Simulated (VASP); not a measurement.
Set up this calculation in VASP 6.6.1, as the native input.

```yaml
Task: single point
Functional: PBE
Potentials_or_basis: VASP PAW PBE potentials, release 64 (Sn_d, Te)
Cutoff: 500 eV
k_mesh: 4 × 4 × 4
Occupations: gaussian, width 0.05 eV
Spin: no spin polarisation
Dipole_correction: no
Further_INCAR_settings: ALGO = Normal; EDIFF = 1e-06; NBANDS = 17
```

The structure of SnTe lies in POSCAR:

```
SnTe
1.0
    3.8919181646      0.0000000000      0.0000000000
    0.0000000000      3.8919181646      0.0000000000
    0.0000000000      0.0000000000      3.8919181646
Sn Te
1 1
Direct
    0.0000000000      0.0000000000      0.0000000000
    0.5000000000      0.5000000000      0.5000000000
```

The input as run:

INCAR

```
SYSTEM = SnTe
PREC = Accurate
ENCUT = 500
EDIFF = 1E-6
ISMEAR = 0
SIGMA = 0.05
LREAL = .FALSE.
LASPH = .TRUE.
NELM = 120
ALGO = Normal
ISIF = 2
LWAVE = .FALSE.
LCHARG = .TRUE.
GGA = PE
LELF = .TRUE.
LVHAR = .TRUE.
NBANDS = 17
GGA_COMPAT = .FALSE.
```

KPOINTS

```
Automatic mesh
0
G
  4 4 4
  0 0 0
```

Potentials or basis: VASP PAW PBE potentials, release 64 (Sn_d, Te).

Launch:

```console
$ cat potpaw_PBE.64/Sn_d/POTCAR potpaw_PBE.64/Te/POTCAR > POTCAR
$ mpirun -np 1 vasp_std > vasp.out
```

Results of the run:

```json
{"Pressure": "-0.1 GPa", "Band gap on the k mesh": "zero (band 10 reaches 7.41 eV, above the bottom of band 11 at 5.86 eV)"}
```

Caveat: the k points lie up to 0.40 Å⁻¹ apart; spin-orbit coupling is left out, which moves the levels of the heavy elements.

Run time: 19 s on 1 thread of Intel Xeon 8259CL, on a shared host, peak memory 0.16 GiB.
